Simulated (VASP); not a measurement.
# InGaAs2 (P-4m2) in VASP: single point with LDA

Aim: the single point of InGaAs2 with LDA.

All numbers are computed with VASP 6.6.1; they aren't measurements. Logs are shortened: lines on timing, memory, paths and dates and some standing lists are left out, and cuts for length are marked.

### 1 The cell of the first run

The structure is tetragonal, space group P-4m2 (No. 115). The conventional cell has a = 4.225 Å, b = 4.225 Å, c = 5.962 Å, α = 90.00°, β = 90.00°, γ = 90.00°. In (site symmetry -4m2) has 4 As at 2.65 Å within 3.5 Å. Within 3.3 Å of Ga (site symmetry -4m2) lie 4 As at 2.52 Å. As (site symmetry 2mm) has 2 Ga at 2.52 Å and 2 In at 2.65 Å within 3.3 Å.

### 2 Single point, LDA

The input, INCAR:

```
SYSTEM = InGaAs2
ALGO     = Normal         ! electronic algorithm
EDIFF    = 1E-7           ! SCF threshold, eV
ENCUT    = 520            ! plane-wave cutoff, eV
ISIF     = 2              ! what is computed and relaxed
ISMEAR   = 0              ! smearing method
LASPH    = .TRUE.         ! aspherical terms in the spheres
LCHARG   = .FALSE.        ! write CHGCAR
LREAL    = .FALSE.        ! projectors in reciprocal space
LWAVE    = .FALSE.        ! write WAVECAR
NBANDS   = 26             ! bands
NELM     = 60             ! most SCF steps
PREC     = Accurate       ! precision mode
SIGMA    = 0.1            ! smearing width, eV
```

The input, KPOINTS:

```
k-points
0
G
  4 4 4
  0 0 0
```

The input, POSCAR:

```
InGaAs2
1.0
    4.2250012014      0.0000000000      0.0000000000
    0.0000000000      4.2250012014      0.0000000000
    0.0000000000      0.0000000000      5.9621480000
In Ga As
1 1 2
Direct
    0.0000000000      0.0000000000      0.5000000000
    0.5000000000      0.5000000000      0.0000000000
    0.5000000000      0.0000000000      0.7684750000
    0.0000000000      0.5000000000      0.2315250000
```

Potentials or basis: VASP PAW LDA potentials, release 64 (In_d, Ga_d, As).

Launch:

```
$ cat potpaw_LDA.64/In_d/POTCAR potpaw_LDA.64/Ga_d/POTCAR potpaw_LDA.64/As/POTCAR > POTCAR
$ mpirun -np 1 vasp_std > vasp.out
```

OUTCAR:

```text
SYSTEM = InGaAs2
   EDIFF = 1E-7
   ENCUT = 520
   ISIF = 2
   ISMEAR = 0
   LASPH = .TRUE.
   LREAL = .FALSE.
   NELM = 60
   PREC = Accurate

 ion  position               nearest neighbor table
   1  0.000  0.000  0.500-   3 2.65   4 2.65   4 2.65   3 2.65
   2  0.500  0.500  0.000-   3 2.52   4 2.52   3 2.52   4 2.52
   3  0.500  0.000  0.768-   2 2.52   2 2.52   1 2.65   1 2.65
   4  0.000  0.500  0.232-   2 2.52   2 2.52   1 2.65   1 2.65

  LATTYP: Found a simple tetragonal cell.
 ALAT       =     4.2250012014
 C/A-ratio  =     1.4111588887

  Lattice vectors:

 A1 = (   4.2250012014,   0.0000000000,   0.0000000000)
 A2 = (   0.0000000000,   4.2250012014,   0.0000000000)
 A3 = (   0.0000000000,   0.0000000000,   5.9621480000)

Analysis of symmetry for initial positions (statically):
=====================================================================
 Subroutine PRICEL returns:
 Original cell was already a primitive cell.

 Routine SETGRP: Setting up the symmetry group for a
 simple tetragonal supercell.

 Subroutine GETGRP returns: Found  8 space group operations
 (whereof  8 operations were pure point group operations)
 out of a pool of 16 trial point group operations.

The static configuration has the point symmetry D_2d.

Analysis of symmetry for dynamics (positions and initial velocities):
=====================================================================
 Subroutine PRICEL returns:
 Original cell was already a primitive cell.

 Routine SETGRP: Setting up the symmetry group for a
 simple tetragonal supercell.

 Subroutine GETGRP returns: Found  8 space group operations
 (whereof  8 operations were pure point group operations)
 out of a pool of 16 trial point group operations.

The dynamic configuration has the point symmetry D_2d.

 Subroutine INISYM returns: Found  8 space group operations
 (whereof  8 operations are pure point group operations),
 and found     1 'primitive' translations

----------------------------------------------------------------------------------------

                                     Primitive cell

  volume of cell :     106.4281

  direct lattice vectors                    reciprocal lattice vectors
     4.225001201  0.000000000  0.000000000     0.236686323  0.000000000  0.000000000
     0.000000000  4.225001201  0.000000000     0.000000000  0.236686323  0.000000000
     0.000000000  0.000000000  5.962148000     0.000000000  0.000000000  0.167724786

  length of vectors
     4.225001201  4.225001201  5.962148000     0.236686323  0.236686323  0.167724786

  position of ions in fractional coordinates (direct lattice)
     0.000000000  0.000000000  0.500000000
     0.500000000  0.500000000  0.000000000
     0.500000000  0.000000000  0.768475000
     0.000000000  0.500000000  0.231525000

  ion indices of the primitive-cell ions
   primitive index   ion index
                 1           1
                 2           2
                 3           3
                 4           4

----------------------------------------------------------------------------------------

 KPOINTS: k-points

Automatic generation of k-mesh.
 Grid dimensions read from file:
 generate k-points for:    4    4    4

 Generating k-lattice:

  Cartesian coordinates                     Fractional coordinates (reciprocal lattice)
     0.059171581  0.000000000  0.000000000     0.250000000  0.000000000  0.000000000
     0.000000000  0.059171581  0.000000000     0.000000000  0.250000000  0.000000000
     0.000000000  0.000000000  0.041931197     0.000000000  0.000000000  0.250000000

  Length of vectors
     0.059171581  0.059171581  0.041931197

  Shift w.r.t. Gamma in fractional coordinates (k-lattice)
     0.000000000  0.000000000  0.000000000

 Subroutine IBZKPT returns following result:
 ===========================================

 Found     18 irreducible k-points:

 Following reciprocal coordinates:
            Coordinates               Weight
  0.000000  0.000000  0.000000      1.000000
  0.250000  0.000000  0.000000      4.000000
  0.500000  0.000000  0.000000      2.000000
  0.250000  0.250000  0.000000      4.000000
  0.500000  0.250000  0.000000      4.000000
  0.500000  0.500000  0.000000      1.000000
[... 10 lines left out ...]
  0.500000  0.250000  0.500000      4.000000
  0.500000  0.500000  0.500000      1.000000
   k-points           NKPTS =     18   k-points in BZ     NKDIM =     18   number of bands    NBANDS=     26
   number of dos      NEDOS =    301   number of ions     NIONS =      4
   total plane-waves  NPLWV =  49152
   dimension x,y,z NGX =    32 NGY =   32 NGZ =   48
   dimension x,y,z NGXF=    64 NGYF=   64 NGZF=   96
   ions per type =               1   1   2
   NGX,Y,Z   is equivalent  to a cutoff of  12.59, 12.59, 13.38 a.u.
   NGXF,Y,Z  is equivalent  to a cutoff of  25.18, 25.18, 26.77 a.u.
 SYSTEM =  InGaAs2
   PREC   = accura    normal or accurate (medium, high low for compatibility)
   ISTART =      0    job   : 0-new  1-cont  2-samecut
   ICHARG =      2    charge: 1-file 2-atom 10-const
   ISPIN  =      1    spin polarized calculation?
   LNONCOLLINEAR =      F non collinear calculations
   LSORBIT =      F    spin-orbit coupling
   LASPH  =      T    aspherical Exc in radial PAW
   ENCUT  =  520.0 eV  38.22 Ry    6.18 a.u.   7.86  7.86 11.09*2*pi/ulx,y,z
   NELM   =     60;   NELMIN=  2; NELMDL= -5     # of ELM steps
   EDIFF  = 0.1E-06   stopping-criterion for ELM
   LREAL  =      F    real-space projection
   EDIFFG = 0.1E-05   stopping-criterion for IOM
   NSW    =      0    number of steps for IOM
   IBRION =     -1    ionic relax: 0-MD 1-quasi-New 2-CG
   NFREE  =      0    steps in history (QN), initial steepest desc. (CG)
   ISIF   =      2    stress and relaxation
   ISYM   =      2    0-nonsym 1-usesym 2-fastsym
   POTIM  = 0.5000    time-step for ionic-motion
   TEBEG  =    0.0;   TEEND  =   0.0 temperature during run
   PSTRESS=    0.0 pullay stress
   NELECT =      36.0000    total number of electrons
   NUPDOWN=      -1.0000    fix difference up-down
   EMIN   =  10.00;   EMAX   =-10.00  energy-range for DOS
   EFERMI =   0.00;   METHOD = LEGACY
   ISMEAR =     0;   SIGMA  =   0.10  broadening in eV -4-tet -1-fermi 0-gaus
   EFERMI_NEDOS =   21; number of points for ismear=-14 and -15
   IALGO  =     38    algorithm
   IMIX   =      4    mixing-type and parameters
     AMIX     =   0.40;   BMIX     =  1.00
     AMIX_MAG =   1.60;   BMIX_MAG =  1.00
  volume/ion in A,a.u.               =      26.61       179.55
  Fermi-wavevector in a.u.,A,eV,Ry     =   1.140662  2.155538 17.702664  1.301109
  Thomas-Fermi vector in A             =   2.277363
   LORBIT       =      0    0 simple, 1 ext, 2 COOP (PROOUT), +10 PAW based schemes
   GGA     = CA    functional components
   LHFCALC =     F    Hartree Fock is set to
   AEXX    =    0.0000 exact exchange contribution
   IVDW    =     0    specifies the selected vdW correction
   LEPSILON=     F    determine dielectric tensor
   LRPA    =     F    only Hartree local field effects (RPA)
 non-spin polarized calculation
 Gauss-broadening in eV      SIGMA  =   0.10
  energy-cutoff  :      520.00
  volume of cell :      106.43
 maximum number of plane-waves:      2916
 NGX is ok and might be reduce to    32
   NGX = 15   NGY = 15   NGZ = 23

 number of electron      35.9999991 magnetization

 Free energy of the ion-electron system (eV)
  ---------------------------------------------------
  ext. energy  EPLUGINS =         0.00000000
  ---------------------------------------------------
  free energy    TOTEN  =       -18.37938910 eV

  energy without entropy =      -18.37741485  energy(sigma->0) =      -18.37840197

 E-fermi :   3.5934     XC(G=0):  -9.3937

 val. band max:        3.5894507179   @ k =   0.0000   0.0000   0.0000
 cond. band min:       3.9689549247   @ k =   0.5000   0.0000   0.5000
 fundamental gap:      0.3795042068
 Fermi energy:         3.5934421114

 k-point     1 :       0.0000    0.0000    0.0000
  band No.  band energies     occupation
      1     -11.3424      2.00000
      2     -11.2959      2.00000
      3     -11.2959      2.00000
      4     -11.2700      2.00000
      5     -11.2332      2.00000
      6     -10.7793      2.00000
[... 18 lines left out ...]
     25      10.6037      0.00000
     26      12.5921      0.00000

 k-point     2 :       0.2500    0.0000    0.0000
  band No.  band energies     occupation
      1     -11.3366      2.00000
      2     -11.3059      2.00000
      3     -11.2950      2.00000
      4     -11.2657      2.00000
      5     -11.2359      2.00000
      6     -10.7631      2.00000
[... 18 lines left out ...]
     25      10.7843      0.00000
     26      10.8638      0.00000

 k-point     3 :       0.5000    0.0000    0.0000
  band No.  band energies     occupation
      1     -11.3349      2.00000
      2     -11.3121      2.00000
      3     -11.2940      2.00000
      4     -11.2611      2.00000
      5     -11.2387      2.00000
      6     -10.7615      2.00000
[... 18 lines left out ...]
     25       9.1359      0.00000
     26       9.2714      0.00000

 k-point     4 :       0.2500    0.2500    0.0000
  band No.  band energies     occupation
      1     -11.3345      2.00000
      2     -11.3180      2.00000
      3     -11.2871      2.00000
      4     -11.2637      2.00000
      5     -11.2392      2.00000
      6     -10.7504      2.00000
[... 18 lines left out ...]
     25       9.7082      0.00000
     26       9.8223      0.00000

 k-point     5 :       0.5000    0.2500    0.0000
  band No.  band energies     occupation
      1     -11.3366      2.00000
      2     -11.3260      2.00000
      3     -11.2804      2.00000
      4     -11.2603      2.00000
      5     -11.2425      2.00000
      6     -10.7523      2.00000
[... 18 lines left out ...]
     25      11.3153      0.00000
     26      11.4763      0.00000

 k-point     6 :       0.5000    0.5000    0.0000
  band No.  band energies     occupation
      1     -11.3384      2.00000
      2     -11.3384      2.00000
      3     -11.2682      2.00000
      4     -11.2591      2.00000
      5     -11.2462      2.00000
      6     -10.7435      2.00000
[... 253 lines left out ...]
 k-point    15 :       0.5000    0.0000    0.5000
  band No.  band energies     occupation
      1     -11.3366      2.00000
      2     -11.3120      2.00000
      3     -11.2946      2.00000
      4     -11.2610      2.00000
      5     -11.2393      2.00000
      6     -10.7683      2.00000
[... 18 lines left out ...]
     25      10.4312      0.00000
     26      10.7425      0.00000

 k-point    16 :       0.2500    0.2500    0.5000
  band No.  band energies     occupation
      1     -11.3341      2.00000
      2     -11.3168      2.00000
      3     -11.2873      2.00000
      4     -11.2633      2.00000
      5     -11.2393      2.00000
      6     -10.7611      2.00000
[... 18 lines left out ...]
     25       9.0019      0.00000
     26       9.1733      0.00000

 k-point    17 :       0.5000    0.2500    0.5000
  band No.  band energies     occupation
      1     -11.3360      2.00000
      2     -11.3244      2.00000
      3     -11.2807      2.00000
      4     -11.2599      2.00000
      5     -11.2425      2.00000
      6     -10.7600      2.00000
[... 18 lines left out ...]
     25      10.3122      0.00000
     26      10.8452      0.00000

 k-point    18 :       0.5000    0.5000    0.5000
  band No.  band energies     occupation
      1     -11.3355      2.00000
      2     -11.3355      2.00000
      3     -11.2683      2.00000
      4     -11.2584      2.00000
      5     -11.2457      2.00000
      6     -10.7520      2.00000
[... 18 lines left out ...]
     25       9.3927      0.00000
     26       9.5907      0.00000

------------------------ aborting loop because EDIFF is reached ----------------------------------------

  FORCE on cell =-STRESS in cart. coord.  units (eV):
  Direction    XX          YY          ZZ          XY          YZ          ZX
  --------------------------------------------------------------------------------------
  -------------------------------------------------------------------------------------
  Total       -2.5410920     -2.5410920     -2.7991155      0.0000000      0.0000000     -0.0000000
  in kB      -38.2537963    -38.2537963    -42.1381024      0.0000000      0.0000000     -0.0000000
  external PRESSURE =     -39.5485650 kB  Pullay stress =       0.0000000 kB

 VOLUME and BASIS-vectors are now :
 -----------------------------------------------------------------------------
  energy-cutoff  :      520.00
  volume of cell :      106.43
      direct lattice vectors                 reciprocal lattice vectors
     4.225001201  0.000000000  0.000000000     0.236686323  0.000000000  0.000000000
     0.000000000  4.225001201  0.000000000     0.000000000  0.236686323  0.000000000
     0.000000000  0.000000000  5.962148000     0.000000000  0.000000000  0.167724786

 POSITION                                       TOTAL-FORCE (eV/Angst)
 -----------------------------------------------------------------------------------
      0.00000      0.00000      2.98107        -0.000000      0.000000      0.000000
      2.11250      2.11250      0.00000         0.000000     -0.000000      0.000000
      2.11250      0.00000      4.58176         0.000000      0.000000      0.040209
      0.00000      2.11250      1.38039         0.000000      0.000000     -0.040209
 -----------------------------------------------------------------------------------
    total drift:                                0.000000     -0.000000     -0.000000

  FREE ENERGIE OF THE ION-ELECTRON SYSTEM (eV)
  ---------------------------------------------------
  free  energy   TOTEN  =       -18.3793890986 eV

  energy  without entropy=      -18.3774148487  energy(sigma->0) =      -18.37840197
```

Wall time 70 s (1 thread of AMD EPYC 7R43 (Zen 3), shared host); peak memory 0.17 GiB.

What came out:

```yaml
Free_energy: -18.3794 eV
Pressure: -4.0 GPa
Largest_force: 0.040 eV/Å
Band_gap_on_the_k_mesh: zero (filled and empty bands touch)
```

Forces on the atoms (eV/Å):
```
In   0.000  0.000  0.000
Ga   0.000  0.000  0.000
As   0.000  0.000  0.040
As   0.000  0.000 -0.040
```

Caveat: the k points lie up to 0.37 Å⁻¹ apart; spin-orbit coupling is left out, which moves the levels of the heavy elements.
